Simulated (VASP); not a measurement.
## TiN (Osbornite): single point with PBEsol

The system is TiN (Osbornite).

```
Ti N
1.0
     0.00000    2.10186    2.10186
     2.10186    0.00000    2.10186
     2.10186    2.10186    0.00000
Ti N
1 1
Direct
  0.00000 0.00000 0.00000
  0.50000 0.50000 0.50000
```

```json
{
  "Program": "VASP 6.6.1",
  "Task": "single point",
  "Functional": "PBEsol",
  "Potentials or basis": "VASP PAW PBE potentials, release 64 (Ti_sv, N)",
  "Cutoff": "520 eV",
  "k mesh": "9 × 9 × 9",
  "Occupations": "methfessel-paxton, width 0.2 eV",
  "Spin": "no spin polarisation"
}
```

* Pressure: 0.5 GPa

Levels at points of the mesh, in eV from the Fermi level:
```
           k point  band 7  band 8  band 9  band 10  band 11  band 12
(0.00, 0.00, 0.00)   -1.96   -1.96   -0.57    -0.57    -0.57     0.68
```

It took 36 s on 1 thread of AMD EPYC 7R13, on a shared host, peak memory 0.11 GiB.

Caveat: the PAW data sets were made with another functional, which shifts forces and pressure a little.
